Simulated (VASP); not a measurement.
Set up this calculation in VASP 6.6.1, as the native input.

```
Task                   : relaxation of cell and atoms
Functional             : PBE
Potentials or basis    : VASP PAW PBE potentials, release 64 (In_d, P)
Cutoff                 : 600 eV
k mesh                 : 4 × 4 × 4
Occupations            : gaussian, width 0.1 eV
Spin                   : no spin polarisation
Dipole correction      : no
Further INCAR settings : ALGO = Normal; EDIFF = 1e-06; IBRION = 2; EDIFFG = -0.04; NSW = 90; ISIF = 3
```

The structure of In4P lies in POSCAR:

```
In4P
1.0
   -3.1334394400      3.1334394400      3.1334394400
    3.1334394400     -3.1334394400      3.1334394400
    3.1334394400      3.1334394400     -3.1334394400
In P
4 1
Direct
    0.0000000000      0.0000000000      0.5000000000
    0.5000000000      0.0000000000      0.0000000000
    0.0000000000      0.5000000000      0.0000000000
    0.5000000000      0.5000000000      0.5000000000
    0.0000000000      0.0000000000      0.0000000000
```

One way to write it, as run:

INCAR

```
  PREC = Accurate
  ENCUT = 600
  EDIFF = 1E-6
  ISMEAR = 0
  SIGMA = 0.1
  LREAL = F
  LASPH = T
  NELM = 80
  ALGO = Normal
  ISIF = 3
  LWAVE = F
  LCHARG = F
  GGA = PE
  IBRION = 2
  NSW = 90
  EDIFFG = -0.04
```

KPOINTS

```
Automatic mesh
0
Gamma
  4 4 4
```

Potentials or basis: VASP PAW PBE potentials, release 64 (In_d, P).

Command:

```bash
$ cat potpaw_PBE.64/In_d/POTCAR potpaw_PBE.64/P/POTCAR > POTCAR
$ mpirun -np 1 vasp_std > vasp.out
```

It gave:

```yaml
Relaxed_volume: 27.66 Å³/atom
Relaxed_cell: a = 5.643 Å, b = 5.643 Å, c = 5.643 Å, α = 109.47°, β = 109.47°, γ = 109.47°
Space_group_after_relaxing_to_0.05_Å: Im-3m (No. 229)
Energy_gained_by_relaxing: 52.9 meV/atom
Ionic_steps: 3
Pressure_after_relaxing: 0.0 GPa
```

Wall time 2.5 min on 1 thread of Intel Xeon 6975P-C (shared host), peak memory 0.35 GiB.
